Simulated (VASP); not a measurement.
# MgI2 in VASP: notebook

MgI2 is run at these levels: PBE; tasks: single point.

Program: VASP 6.6.1. These are calculated values, not measurements. Logs are shortened: lines on timing, memory, paths and dates and some standing lists are left out, and cuts for length are marked.

**1. The cell of the first run**

The typed cell holds 6 atoms: a = 4.426 Å, b = 4.430 Å, c = 15.463 Å, α = 85.46°, β = 93.19°, γ = 90.01°.

**2. Single point, PBE**

Contents of INCAR:

```
ALGO     = Normal         # electronic algorithm
EDIFF    = 1E-7           # SCF threshold, eV
ENCUT    = 520            # plane-wave cutoff, eV
GGA      = PE             # functional
ISIF     = 2              # what is computed and relaxed
ISMEAR   = 0              # smearing method
LASPH    = T              # aspherical terms in the spheres
LCHARG   = F              # write CHGCAR
LREAL    = F              # projectors in reciprocal space
LWAVE    = F              # write WAVECAR
NBANDS   = 25             # bands
NELM     = 60             # most SCF steps
PREC     = Accurate       # precision mode
SIGMA    = 0.1            # smearing width, eV
```

Contents of KPOINTS:

```
k-points
0
Gamma
  4 4 1
```

Contents of POSCAR:

```
MgI2
1.0
    4.4231532070      0.0041843974     -0.1568641080
    0.0032709881      4.4240519500      0.2247505960
   -0.3131738726      0.4405595086     15.4530508698
Mg I
2 4
Direct
   -0.0514805639     -0.0777511846      0.0017549682
    0.0514510377      0.0778113528      0.4982501716
    0.4274880141     -0.0462340030     -0.1064399315
    0.5724889066      0.0461584971      0.6064311054
   -0.0292176999      0.3922854101      0.1098972866
    0.0292703054      0.6077299276      0.3901063997
```

Potentials or basis: VASP PAW PBE potentials, release 64 (Mg, I).

On the command line:

```console
cat potpaw_PBE.64/Mg/POTCAR potpaw_PBE.64/I/POTCAR > POTCAR
mpirun -np 1 vasp_std > vasp.out
```

OUTCAR:

```text
EDIFF = 1E-7
   ENCUT = 520
   GGA = PE
   ISIF = 2
   ISMEAR = 0
   LASPH = T
   LREAL = F
   NELM = 60
   PREC = Accurate

 ion  position               nearest neighbor table
   1  0.949  0.922  0.002-   3 2.77   3 2.77   5 2.77   5 2.77
   2  0.051  0.078  0.498-   4 2.77   4 2.77   6 2.77   6 2.77
   3  0.427  0.954  0.894-   1 2.77   1 2.77
   4  0.572  0.046  0.606-   2 2.77   2 2.77
   5  0.971  0.392  0.110-   1 2.77   1 2.77
   6  0.029  0.608  0.390-   2 2.77   2 2.77

  LATTYP: Found a triclinic cell.
 ALAT       =    15.4625014710
 B/A-ratio  =     0.2864839415
 C/A-ratio  =     0.2862367295
 COS(alpha) =     0.0001160486
 COS(beta)  =     0.0556344523
 COS(gamma) =     0.0791459911

  Lattice vectors:

 A1 = (  -0.3131738726,   0.4405595086,  15.4530508698)
 A2 = (   0.0032709881,   4.4240519500,   0.2247505960)
 A3 = (  -4.4231532070,  -0.0041843974,   0.1568641080)

Analysis of symmetry for initial positions (statically):
=====================================================================
 Subroutine PRICEL returns:
 Original cell was already a primitive cell.

 Routine SETGRP: Setting up the symmetry group for a
 triclinic supercell.

 Subroutine GETGRP returns: Found  1 space group operations
 (whereof  1 operations were pure point group operations)
 out of a pool of  2 trial point group operations.

The static configuration has the point symmetry C_1 .

Analysis of symmetry for dynamics (positions and initial velocities):
=====================================================================
 Subroutine PRICEL returns:
 Original cell was already a primitive cell.

 Routine SETGRP: Setting up the symmetry group for a
 triclinic supercell.

 Subroutine GETGRP returns: Found  1 space group operations
 (whereof  1 operations were pure point group operations)
 out of a pool of  2 trial point group operations.

The dynamic configuration has the point symmetry C_1 .

 Subroutine INISYM returns: Found  1 space group operations
 (whereof  1 operations are pure point group operations),
 and found     1 'primitive' translations

----------------------------------------------------------------------------------------

                                     Primitive cell

  volume of cell :     301.7333

  direct lattice vectors                    reciprocal lattice vectors
[... 82 lines left out ...]
   EDIFFG = 0.1E-05   stopping-criterion for IOM
   NSW    =      0    number of steps for IOM
   IBRION =     -1    ionic relax: 0-MD 1-quasi-New 2-CG
   NFREE  =      0    steps in history (QN), initial steepest desc. (CG)
   ISIF   =      2    stress and relaxation
   ISYM   =      2    0-nonsym 1-usesym 2-fastsym
   POTIM  = 0.5000    time-step for ionic-motion
   TEBEG  =    0.0;   TEEND  =   0.0 temperature during run
   PSTRESS=    0.0 pullay stress
   NELECT =      32.0000    total number of electrons
   NUPDOWN=      -1.0000    fix difference up-down
   EMIN   =  10.00;   EMAX   =-10.00  energy-range for DOS
   EFERMI =   0.00;   METHOD = LEGACY
   ISMEAR =     0;   SIGMA  =   0.10  broadening in eV -4-tet -1-fermi 0-gaus
   EFERMI_NEDOS =   21; number of points for ismear=-14 and -15
   IALGO  =     38    algorithm
   IMIX   =      4    mixing-type and parameters
     AMIX     =   0.40;   BMIX     =  1.00
     AMIX_MAG =   1.60;   BMIX_MAG =  1.00
  volume/ion in A,a.u.               =      50.29       339.37
  Fermi-wavevector in a.u.,A,eV,Ry     =   0.774908  1.464365  8.170069  0.600483
  Thomas-Fermi vector in A             =   1.877064
   LORBIT       =      0    0 simple, 1 ext, 2 COOP (PROOUT), +10 PAW based schemes
   GGA     = PE    functional components
   LHFCALC =     F    Hartree Fock is set to
   AEXX    =    0.0000 exact exchange contribution
   IVDW    =     0    specifies the selected vdW correction
   LEPSILON=     F    determine dielectric tensor
   LRPA    =     F    only Hartree local field effects (RPA)
 non-spin polarized calculation
 Gauss-broadening in eV      SIGMA  =   0.10
  energy-cutoff  :      520.00
  volume of cell :      301.73
 maximum number of plane-waves:      8144
 NGX is ok and might be reduce to    36
   NGX = 17   NGY = 17   NGZ = 57

 number of electron      31.9999999 magnetization

 Free energy of the ion-electron system (eV)
  ---------------------------------------------------
  ext. energy  EPLUGINS =         0.00000000
  ---------------------------------------------------
  free energy    TOTEN  =       -15.21631026 eV

  energy without entropy =      -15.21631026  energy(sigma->0) =      -15.21631026

 E-fermi :  -0.0633     XC(G=0):  -6.4690

 val. band max:       -0.5293942432   @ k =  -0.0000   0.5000   0.0000
 cond. band min:       2.7658912703   @ k =   0.0000   0.0000   0.0000
 fundamental gap:      3.2952855135
 Fermi energy:        -0.0633367251

 k-point     1 :       0.0000    0.0000    0.0000
  band No.  band energies     occupation
      1     -11.9393      2.00000
      2     -11.9012      2.00000
      3     -11.6558      2.00000
      4     -11.6114      2.00000
      5      -3.0115      2.00000
      6      -2.6742      2.00000
[... 269 lines left out ...]
     24       6.4310      0.00000
     25       7.1670      0.00000

------------------------ aborting loop because EDIFF is reached ----------------------------------------

  FORCE on cell =-STRESS in cart. coord.  units (eV):
  Direction    XX          YY          ZZ          XY          YZ          ZX
  --------------------------------------------------------------------------------------
  -------------------------------------------------------------------------------------
  Total       -0.0994851     -0.1399686      0.2669448      0.0041029      0.0382354     -0.0266510
  in kB       -0.5282571     -0.7432213      1.4174534      0.0217858      0.2030265     -0.1415147
  external PRESSURE =       0.0486584 kB  Pullay stress =       0.0000000 kB

 VOLUME and BASIS-vectors are now :
 -----------------------------------------------------------------------------
  energy-cutoff  :      520.00
  volume of cell :      301.73
      direct lattice vectors                 reciprocal lattice vectors
     4.423153207  0.004184397 -0.156864108     0.226246451 -0.000400794  0.004596571
     0.003270988  4.424051950  0.224750596    -0.000443338  0.226365768 -0.006462571
    -0.313173873  0.440559509 15.453050870     0.002303078 -0.003296353  0.064852793

 POSITION                                       TOTAL-FORCE (eV/Angst)
 -----------------------------------------------------------------------------------
      4.19791      4.08482      0.08561         0.002194      0.001275      0.003878
      0.07179      0.56397      7.70890        -0.002076     -0.001896     -0.004717
      1.61413      4.61497     13.95553        -0.005224     -0.004086      0.003891
      2.34244      0.47377      9.29178         0.005233      0.004216     -0.003097
      4.26079      1.78797      1.63413        -0.002995     -0.006562     -0.006610
      0.00928      2.86062      6.16033         0.002869      0.007054      0.006655
 -----------------------------------------------------------------------------------
    total drift:                                0.000002      0.000002      0.000004

  FREE ENERGIE OF THE ION-ELECTRON SYSTEM (eV)
  ---------------------------------------------------
  free  energy   TOTEN  =       -15.2163102592 eV

  energy  without entropy=      -15.2163102592  energy(sigma->0) =      -15.21631026
```

It took 2.1 min on 1 thread of Oxide Virtual Turin-like, shared host; peak memory 0.36 GiB.

Results:

```yaml
Free_energy: -15.2163 eV
Pressure: 0.0 GPa
Largest_force: 0.010 eV/Å
Band_gap_on_the_k_mesh: 3.30 eV (least direct gap 3.43 eV)
```

Forces on the atoms (eV/Å):
```
Mg   0.002  0.001  0.004
Mg  -0.002 -0.002 -0.005
I   -0.005 -0.004  0.004
I    0.005  0.004 -0.003
I   -0.003 -0.007 -0.007
I    0.003  0.007  0.007
```

Stress tensor (GPa, compression positive):
```
-0.05  0.00 -0.01
 0.00 -0.07  0.02
-0.01  0.02  0.14
```

Levels at points of the mesh, in eV from the valence-band top:
```tsv
k point	band 12	band 13	band 14	band 15	band 16	band 17	band 18	band 19	band 20	band 21
(0.00, 0.00, 0.00)	-0.57	-0.19	-0.19	-0.14	-0.13	3.30	3.88	4.29	4.32	5.82
(0.50, 0.00, 0.00)	-0.97	-0.92	-0.66	-0.05	0.00	4.00	4.35	5.61	5.91	6.36
(0.00, 0.50, 0.00)	-0.97	-0.91	-0.68	-0.04	0.00	4.03	4.33	5.62	5.87	6.38
(0.50, 0.50, 0.00)	-1.32	-1.04	-1.02	-0.84	-0.76	4.59	4.63	4.65	4.91	4.96
```

Caveat: spin-orbit coupling is left out, which moves the levels of the heavy elements.

**3. Single point, PBE**

Contents of INCAR:

```
SYSTEM = MgI2
ALGO     = Normal         ! electronic algorithm
EDIFF    = 1E-6           ! SCF threshold, eV
ENCUT    = 520            ! plane-wave cutoff, eV
GGA      = PE             ! functional
ISIF     = 2              ! what is computed and relaxed
ISMEAR   = 0              ! smearing method
LASPH    = .TRUE.         ! aspherical terms in the spheres
LCHARG   = .FALSE.        ! write CHGCAR
LREAL    = .FALSE.        ! projectors in reciprocal space
LWAVE    = .FALSE.        ! write WAVECAR
NBANDS   = 25             ! bands
NELM     = 80             ! most SCF steps
PREC     = Accurate       ! precision mode
SIGMA    = 0.1            ! smearing width, eV
```

Contents of KPOINTS:

```
k-points
0
G
  4 4 1
  0 0 0
```

Contents of POSCAR:

```
MgI2
1.0
    4.4259358502      0.0000000000      0.0000000000
    0.0005140673      4.4297583367      0.0000000000
    0.8602478012      1.2236951817     15.3899803626
Mg I
2 4
Direct
    0.4485341992      0.5777812687      0.7482476017
    0.5514658008      0.4222187313      0.2517523983
    0.9275027772      0.5462640871      0.8564425014
    0.0724972228      0.4537359129      0.1435574986
    0.4707970632      0.1077446740      0.6401052833
    0.5292029368      0.8922553260      0.3598947167
```

Potentials or basis: VASP PAW PBE potentials, release 64 (Mg, I).

On the command line:

```console
cat potpaw_PBE.64/Mg/POTCAR potpaw_PBE.64/I/POTCAR > POTCAR
mpirun -np 1 vasp_std > vasp.out
```

Run time: 2.6 min. Hardware: 1 thread of Oxide Virtual Turin-like, shared host; peak memory 0.37 GiB.

The run converged. Its results:

* Free energy: -15.2163 eV
* Pressure: 0.0 GPa
* Largest force: 0.010 eV/Å
* Band gap on the k mesh: 3.30 eV (least direct gap 3.43 eV)

Forces in eV/Å, atoms in the order of the input:
```
Mg   0.002 -0.001 -0.004
Mg  -0.002  0.001  0.004
I   -0.005  0.004 -0.004
I    0.005 -0.004  0.004
I   -0.003  0.007  0.006
I    0.003 -0.007 -0.006
```

Stress tensor (GPa, compression positive):
```
-0.05  0.00  0.02
 0.00 -0.07  0.03
 0.02  0.03  0.14
```

Levels at points of the mesh, in eV from the valence-band top:
```tsv
k point	band 13	band 14	band 15	band 16	band 17	band 18	band 19	band 20
(0.00, 0.00, 0.00)	-0.19	-0.19	-0.14	-0.13	3.30	3.88	4.29	4.32
(0.50, 0.00, 0.00)	-0.92	-0.66	-0.05	0.00	4.00	4.35	5.61	5.91
(0.00, 0.50, 0.00)	-0.91	-0.68	-0.04	0.00	4.03	4.33	5.62	5.87
(0.50, 0.50, 0.00)	-1.04	-1.02	-0.84	-0.76	4.59	4.63	4.65	4.91
```

Caveat: spin-orbit coupling is left out, which moves the levels of the heavy elements. A k mesh can miss the band edges.

(Part 1 of 2 ends here.)
